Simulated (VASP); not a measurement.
# BP (Pm-3m) in VASP: further runs

Runs on BP. Level: PBE. Tasks: single point, relaxation of cell and atoms.

All numbers are computed with VASP 6.6.1; they aren't measurements. Logs are shortened: lines on timing, memory, paths and dates and some standing lists are left out, and cuts for length are marked.

## 1. The cell of the first run

It takes space group Pm-3m (No. 221, cubic). The conventional cell has a = 2.732 Å, b = 2.732 Å, c = 2.732 Å, α = 90.00°, β = 90.00°, γ = 90.00°. Within 3.1 Å of B (site symmetry m-3m) lie 8 P at 2.37 Å and 6 B at 2.73 Å. P (site symmetry m-3m) has 8 B at 2.37 Å and 6 P at 2.73 Å within 3.1 Å.

## 2. Single point, PBE

Input file INCAR:

```
SYSTEM = BP
PREC = Accurate
ENCUT = 500
EDIFF = 1E-6
ISMEAR = 0
SIGMA = 0.1
LREAL = .False.
LASPH = .True.
NELM = 120
ALGO = Normal
ISIF = 2
LWAVE = .False.
LCHARG = .False.
GGA = PE
NBANDS = 11
GGA_COMPAT = .False.
```

Input file KPOINTS:

```
regular mesh
0
Gamma
  6 6 6
  0 0 0
```

Input file POSCAR:

```
BP
1.0
    2.7316079782      0.0000000000      0.0000000000
    0.0000000000      2.7316079782      0.0000000000
    0.0000000000      0.0000000000      2.7316079782
B P
1 1
Direct
    0.0000000000      0.0000000000      0.0000000000
    0.5000000000      0.5000000000      0.5000000000
```

Potentials or basis: VASP PAW PBE potentials, release 64 (B, P).

On the command line:

```
$ cat potpaw_PBE.64/B/POTCAR potpaw_PBE.64/P/POTCAR > POTCAR
$ mpirun -np 1 vasp_std > vasp.out
```

OUTCAR:

```text
SYSTEM = BP
   PREC = Accurate
   ENCUT = 500
   EDIFF = 1E-6
   ISMEAR = 0
   LREAL = .False.
   LASPH = .True.
   NELM = 120
   ISIF = 2
   GGA = PE

 ion  position               nearest neighbor table
   1  0.000  0.000  0.000-   2 2.37   2 2.37   2 2.37   2 2.37   2 2.37   2 2.37   2 2.37   2 2.37

   2  0.500  0.500  0.500-   1 2.37   1 2.37   1 2.37   1 2.37   1 2.37   1 2.37   1 2.37   1 2.37

  LATTYP: Found a simple cubic cell.
 ALAT       =     2.7316079782

  Lattice vectors:

 A1 = (   2.7316079782,   0.0000000000,   0.0000000000)
 A2 = (   0.0000000000,   2.7316079782,   0.0000000000)
 A3 = (   0.0000000000,   0.0000000000,   2.7316079782)

Analysis of symmetry for initial positions (statically):
=====================================================================
 Subroutine PRICEL returns:
 Original cell was already a primitive cell.

 Routine SETGRP: Setting up the symmetry group for a
 simple cubic supercell.

 Subroutine GETGRP returns: Found 48 space group operations
 (whereof 48 operations were pure point group operations)
 out of a pool of 48 trial point group operations.

The static configuration has the point symmetry O_h .

Analysis of symmetry for dynamics (positions and initial velocities):
=====================================================================
 Subroutine PRICEL returns:
 Original cell was already a primitive cell.

 Routine SETGRP: Setting up the symmetry group for a
 simple cubic supercell.

 Subroutine GETGRP returns: Found 48 space group operations
 (whereof 48 operations were pure point group operations)
 out of a pool of 48 trial point group operations.

The dynamic configuration has the point symmetry O_h .

 Subroutine INISYM returns: Found 48 space group operations
 (whereof 48 operations are pure point group operations),
 and found     1 'primitive' translations

----------------------------------------------------------------------------------------

                                     Primitive cell

  volume of cell :      20.3824

  direct lattice vectors                    reciprocal lattice vectors
     2.731607978  0.000000000  0.000000000     0.366084741  0.000000000  0.000000000
     0.000000000  2.731607978  0.000000000     0.000000000  0.366084741  0.000000000
     0.000000000  0.000000000  2.731607978     0.000000000  0.000000000  0.366084741

  length of vectors
     2.731607978  2.731607978  2.731607978     0.366084741  0.366084741  0.366084741

  position of ions in fractional coordinates (direct lattice)
     0.000000000  0.000000000  0.000000000
     0.500000000  0.500000000  0.500000000

  ion indices of the primitive-cell ions
   primitive index   ion index
                 1           1
                 2           2

----------------------------------------------------------------------------------------

 KPOINTS: regular mesh

Automatic generation of k-mesh.
 Grid dimensions read from file:
 generate k-points for:    6    6    6

 Generating k-lattice:

  Cartesian coordinates                     Fractional coordinates (reciprocal lattice)
     0.061014124  0.000000000  0.000000000     0.166666667  0.000000000  0.000000000
     0.000000000  0.061014124  0.000000000     0.000000000  0.166666667  0.000000000
     0.000000000  0.000000000  0.061014124     0.000000000  0.000000000  0.166666667

  Length of vectors
     0.061014124  0.061014124  0.061014124

  Shift w.r.t. Gamma in fractional coordinates (k-lattice)
     0.000000000  0.000000000  0.000000000

 Subroutine IBZKPT returns following result:
 ===========================================

 Found     20 irreducible k-points:

 Following reciprocal coordinates:
            Coordinates               Weight
  0.000000  0.000000  0.000000      1.000000
  0.166667  0.000000  0.000000      6.000000
  0.333333  0.000000  0.000000      6.000000
  0.500000  0.000000  0.000000      3.000000
  0.166667  0.166667  0.000000     12.000000
  0.333333  0.166667  0.000000     24.000000
[... 12 lines left out ...]
  0.500000  0.500000  0.333333      6.000000
  0.500000  0.500000  0.500000      1.000000
   k-points           NKPTS =     20   k-points in BZ     NKDIM =     20   number of bands    NBANDS=     11
   number of dos      NEDOS =    301   number of ions     NIONS =      2
   total plane-waves  NPLWV =   8000
   dimension x,y,z NGX =    20 NGY =   20 NGZ =   20
   dimension x,y,z NGXF=    40 NGYF=   40 NGZF=   40
   ions per type =               1   1
   NGX,Y,Z   is equivalent  to a cutoff of  12.17, 12.17, 12.17 a.u.
   NGXF,Y,Z  is equivalent  to a cutoff of  24.34, 24.34, 24.34 a.u.
 SYSTEM =  BP
   PREC   = accura    normal or accurate (medium, high low for compatibility)
   ISTART =      0    job   : 0-new  1-cont  2-samecut
   ICHARG =      2    charge: 1-file 2-atom 10-const
   ISPIN  =      1    spin polarized calculation?
   LNONCOLLINEAR =      F non collinear calculations
   LSORBIT =      F    spin-orbit coupling
   LASPH  =      T    aspherical Exc in radial PAW
   ENCUT  =  500.0 eV  36.75 Ry    6.06 a.u.   4.98  4.98  4.98*2*pi/ulx,y,z
   NELM   =    120;   NELMIN=  2; NELMDL= -5     # of ELM steps
   EDIFF  = 0.1E-05   stopping-criterion for ELM
   LREAL  =      F    real-space projection
   EDIFFG = 0.1E-04   stopping-criterion for IOM
   NSW    =      0    number of steps for IOM
   IBRION =     -1    ionic relax: 0-MD 1-quasi-New 2-CG
   NFREE  =      0    steps in history (QN), initial steepest desc. (CG)
   ISIF   =      2    stress and relaxation
   ISYM   =      2    0-nonsym 1-usesym 2-fastsym
   POTIM  = 0.5000    time-step for ionic-motion
   TEBEG  =    0.0;   TEEND  =   0.0 temperature during run
   PSTRESS=    0.0 pullay stress
   NELECT =       8.0000    total number of electrons
   NUPDOWN=      -1.0000    fix difference up-down
   EMIN   =  10.00;   EMAX   =-10.00  energy-range for DOS
   EFERMI =   0.00;   METHOD = LEGACY
   ISMEAR =     0;   SIGMA  =   0.10  broadening in eV -4-tet -1-fermi 0-gaus
   EFERMI_NEDOS =   21; number of points for ismear=-14 and -15
   IALGO  =     38    algorithm
   IMIX   =      4    mixing-type and parameters
     AMIX     =   0.40;   BMIX     =  1.00
     AMIX_MAG =   1.60;   BMIX_MAG =  1.00
  volume/ion in A,a.u.               =      10.19        68.77
  Fermi-wavevector in a.u.,A,eV,Ry     =   1.198634  2.265089 19.547797  1.436723
  Thomas-Fermi vector in A             =   2.334517
   LORBIT       =      0    0 simple, 1 ext, 2 COOP (PROOUT), +10 PAW based schemes
   GGA     = PE    functional components
   LHFCALC =     F    Hartree Fock is set to
   AEXX    =    0.0000 exact exchange contribution
   IVDW    =     0    specifies the selected vdW correction
   LEPSILON=     F    determine dielectric tensor
   LRPA    =     F    only Hartree local field effects (RPA)
 non-spin polarized calculation
 Gauss-broadening in eV      SIGMA  =   0.10
  energy-cutoff  :      500.00
  volume of cell :       20.38
 maximum number of plane-waves:       552
 NGX is ok and might be reduce to    20
   NGX =  9   NGY =  9   NGZ =  9

 number of electron       7.9999999 magnetization

 Free energy of the ion-electron system (eV)
  ---------------------------------------------------
  ext. energy  EPLUGINS =         0.00000000
  ---------------------------------------------------
  free energy    TOTEN  =        -9.22187675 eV

  energy without entropy =       -9.21550401  energy(sigma->0) =       -9.21869038

 E-fermi :   9.9391     XC(G=0): -12.0366

 val. band max:        9.7324817645   @ k =   0.1667   0.1667   0.0000
 cond. band min:       9.9607860737   @ k =   0.5000   0.1667   0.0000
 fundamental gap:      0.2283043092
 Fermi energy:         9.9391293753

 k-point     1 :       0.0000    0.0000    0.0000
  band No.  band energies     occupation
      1      -7.1102      2.00000
      2       8.7871      2.00000
      3       8.7871      2.00000
      4       8.7871      2.00000
      5      11.8370      0.00000
      6      14.3056      0.00000
      7      14.3056      0.00000
      8      20.5101      0.00000
      9      20.5101      0.00000
     10      20.5101      0.00000
     11      27.6745      0.00000

 k-point     2 :       0.1667    0.0000    0.0000
  band No.  band energies     occupation
      1      -6.6128      2.00000
      2       5.3456      2.00000
      3       9.2622      2.00000
      4       9.2622      2.00000
      5      12.6309      0.00000
      6      14.7958      0.00000
      7      17.8633      0.00000
      8      19.0108      0.00000
      9      19.0108      0.00000
     10      19.7602      0.00000
     11      27.7017      0.00000

 k-point     3 :       0.3333    0.0000    0.0000
  band No.  band energies     occupation
      1      -5.1588      2.00000
      2       1.1713      2.00000
      3      10.6694      0.00000
      4      10.6694      0.00000
      5      13.6666      0.00000
      6      15.9534      0.00000
      7      15.9534      0.00000
      8      16.1514      0.00000
      9      17.4317      0.00000
     10      24.2928      0.00000
     11      24.4015      0.00000

 k-point     4 :       0.5000    0.0000    0.0000
  band No.  band energies     occupation
      1      -3.4830      2.00000
      2      -1.4462      2.00000
      3      12.7116      0.00000
      4      12.7116      0.00000
      5      13.2246      0.00000
      6      13.2246      0.00000
      7      14.7874      0.00000
      8      15.9273      0.00000
      9      17.3339      0.00000
     10      22.0283      0.00000
     11      28.4284      0.00000
[... 183 lines left out ...]
 k-point    18 :       0.5000    0.3333    0.3333
  band No.  band energies     occupation
      1       0.6017      2.00000
      2       2.2281      2.00000
      3       6.4934      2.00000
      4       7.1519      2.00000
      5       7.8102      2.00000
      6       8.1671      2.00000
      7      12.7312      0.00000
      8      13.0832      0.00000
      9      27.5505      0.00000
     10      27.9315      0.00000
     11      29.4150      0.00000

 k-point    19 :       0.5000    0.5000    0.3333
  band No.  band energies     occupation
      1       2.5171      2.00000
      2       3.9450      2.00000
      3       3.9450      2.00000
      4       5.4235      2.00000
      5       8.6909      2.00000
      6      10.0471      0.12694
      7      10.0471      0.12694
      8      10.2944      0.00000
      9      29.0942      0.00000
     10      29.0942      0.00000
     11      29.3922      0.00000

 k-point    20 :       0.5000    0.5000    0.5000
  band No.  band energies     occupation
      1       4.1670      2.00000
      2       6.1790      2.00000
      3       6.1790      2.00000
      4       6.1790      2.00000
      5       6.8480      2.00000
      6       6.8480      2.00000
      7       6.8480      2.00000
      8       8.2001      2.00000
      9      30.4592      0.00000
     10      30.4592      0.00000
     11      30.4592      0.00000

------------------------ aborting loop because EDIFF is reached ----------------------------------------

  FORCE on cell =-STRESS in cart. coord.  units (eV):
  Direction    XX          YY          ZZ          XY          YZ          ZX
  --------------------------------------------------------------------------------------
  -------------------------------------------------------------------------------------
  Total       -0.0008588     -0.0008588     -0.0008588      0.0000000     -0.0000000     -0.0000000
  in kB       -0.0675095     -0.0675095     -0.0675095      0.0000000     -0.0000000     -0.0000000
  external PRESSURE =      -0.0675095 kB  Pullay stress =       0.0000000 kB

 VOLUME and BASIS-vectors are now :
 -----------------------------------------------------------------------------
  energy-cutoff  :      500.00
  volume of cell :       20.38
      direct lattice vectors                 reciprocal lattice vectors
     2.731607978  0.000000000  0.000000000     0.366084741  0.000000000  0.000000000
     0.000000000  2.731607978  0.000000000     0.000000000  0.366084741  0.000000000
     0.000000000  0.000000000  2.731607978     0.000000000  0.000000000  0.366084741

 POSITION                                       TOTAL-FORCE (eV/Angst)
 -----------------------------------------------------------------------------------
      0.00000      0.00000      0.00000         0.000000      0.000000      0.000000
      1.36580      1.36580      1.36580         0.000000      0.000000      0.000000
 -----------------------------------------------------------------------------------
    total drift:                                0.000000      0.000000      0.000000

  FREE ENERGIE OF THE ION-ELECTRON SYSTEM (eV)
  ---------------------------------------------------
  free  energy   TOTEN  =        -9.2218767544 eV

  energy  without entropy=       -9.2155040140  energy(sigma->0) =       -9.21869038
```

Wall time 8.1 s (1 thread of Intel Xeon 8259CL, shared host); peak memory 0.12 GiB.

Results:

* Free energy: -9.2219 eV
* Pressure: 0.0 GPa
* Band gap on the k mesh: zero (band 4 reaches 12.71 eV, above the bottom of band 5 at 6.85 eV)

Caveat: the k points lie up to 0.38 Å⁻¹ apart.

## 3. Single point, PBE

This run uses another cell than the first one, of 13.96 Å³/atom, 1.370 times its volume.

Input file INCAR:

```
SYSTEM = BP
ALGO     = Normal         ! electronic algorithm
EDIFF    = 1E-6           ! SCF threshold, eV
ENCUT    = 500            ! plane-wave cutoff, eV
GGA      = PE             ! functional
GGA_COMPAT= .FALSE.      
ISIF     = 2              ! what is computed and relaxed
ISMEAR   = 0              ! smearing method
LASPH    = .TRUE.         ! aspherical terms in the spheres
LCHARG   = .FALSE.        ! write CHGCAR
LREAL    = .FALSE.        ! projectors in reciprocal space
LWAVE    = .FALSE.        ! write WAVECAR
NBANDS   = 11             ! bands
NELM     = 120            ! most SCF steps
PREC     = Accurate       ! precision mode
SIGMA    = 0.1            ! smearing width, eV
```

Input file KPOINTS:

```
k-points
0
G
  6 6 6
  0 0 0
```

Input file POSCAR:

```
BP
1.0
    3.0337960900      0.0000000000      0.0000000000
    0.0000000000      3.0337960900      0.0000000000
    0.0000000000      0.0000000000      3.0337960900
B P
1 1
Direct
    0.0000000000      0.0000000000      0.0000000000
    0.5000000000      0.5000000000      0.5000000000
```

Potentials or basis: VASP PAW PBE potentials, release 64 (B, P).

On the command line:

```
$ cat potpaw_PBE.64/B/POTCAR potpaw_PBE.64/P/POTCAR > POTCAR
$ mpirun -np 1 vasp_std > vasp.out
```

It took 8 s on 1 thread of Intel Xeon 8259CL, shared host; peak memory 0.13 GiB.

The run converged. Its results:

| Property | Result |
| --- | --- |
| Free energy | -8.5716 eV |
| Pressure | -21.4 GPa |
| Band gap on the k mesh | zero (band 4 reaches 8.21 eV, above the bottom of band 5 at 3.55 eV) |

Levels at points of the mesh, in eV from the Fermi level:
```tsv
k point	band 1	band 2	band 3	band 4	band 5	band 6	band 7	band 8	band 9
(0.00, 0.00, 0.00)	-13.97	-0.94	-0.75	-0.75	-0.75	5.24	5.24	7.54	7.54
(0.50, 0.00, 0.00)	-11.39	-8.87	2.17	2.17	2.75	2.75	2.86	3.44	7.67
(0.50, 0.50, 0.00)	-9.01	-5.78	-5.78	-5.08	3.37	4.13	6.22	6.22	10.23
(0.50, 0.50, 0.50)	-7.08	-2.68	-2.68	-2.68	-2.49	-1.49	-1.49	-1.49	16.65
```

## 4. Relaxation of cell and atoms, PBE

This run uses another cell than the first one, of 13.96 Å³/atom, 1.370 times its volume.

Input file INCAR:

```
ALGO = Normal
EDIFF = 1E-7
EDIFFG = -0.04
ENCUT = 500
GGA = PE
GGA_COMPAT = False
IBRION = 2
ISIF = 3
ISMEAR = 0
LASPH = True
LCHARG = False
LREAL = False
LWAVE = False
NELM = 120
NELMIN = 4
NSW = 90
PREC = Accurate
SIGMA = 0.1
```

Input file KPOINTS:

```
k-points
0
Gamma
  6 6 6
```

POSCAR is that of step 3.

On the command line:

```
$ cat potpaw_PBE.64/B/POTCAR potpaw_PBE.64/P/POTCAR > POTCAR
$ mpirun -np 1 vasp_std > vasp.out
```

It took 16 s on 1 thread of Intel Xeon 8259CL, shared host; peak memory 0.13 GiB.

The run converged. Its results:

```yaml
Free_energy: -9.2239 eV
Relaxed_volume: 10.18 Å³/atom
Relaxed_cell: a = 2.730 Å, b = 2.730 Å, c = 2.730 Å, α = 90.00°, β = 90.00°, γ = 90.00°
Space_group_after_relaxing_to_0.05_Å: Pm-3m (No. 221)
Energy_gained_by_relaxing: 326.1 meV/atom
Ionic_steps: 3
Pressure_after_relaxing: 0.2 GPa
```

The path:
| step | energy change (eV) | largest force (eV/Å) | pressure (GPa) | volume (Å³) |
| --- | --- | --- | --- | --- |
| 1 | 0.0000 | 0.0000 | -21.39 | 27.92 |
| 2 | -0.6432 | 0.0000 | -4.16 | 21.05 |
| 3 | -0.6522 | 0.0000 | 0.20 | 20.35 |

Final structure:
```
B P
1.0
     2.73025    0.00000    0.00000
     0.00000    2.73025    0.00000
     0.00000    0.00000    2.73025
B P
1 1
Direct
  0.00000 0.00000 0.00000
  0.50000 0.50000 0.50000
```

Levels at points of the mesh, in eV from the Fermi level:
```csv
k point,band 1,band 2,band 3,band 4,band 5,band 6,band 7,band 8
"(0.00, 0.00, 0.00)",-17.06,-1.15,-1.15,-1.15,1.92,4.36,4.36,10.59
"(0.50, 0.00, 0.00)",-13.43,-11.40,2.77,2.77,3.29,3.29,4.86,6.00
"(0.50, 0.50, 0.00)",-9.37,-8.05,-8.05,-6.11,4.94,5.34,8.18,8.18
"(0.50, 0.50, 0.50)",-5.76,-3.76,-3.76,-3.76,-3.10,-3.10,-3.10,-1.73
```

Caveat: the volume moved by over 15 % at a fixed basis, so the end points are rough; the bands computed are all filled at some k points, so no gap is given.

(Continued in part 2 of 2.)
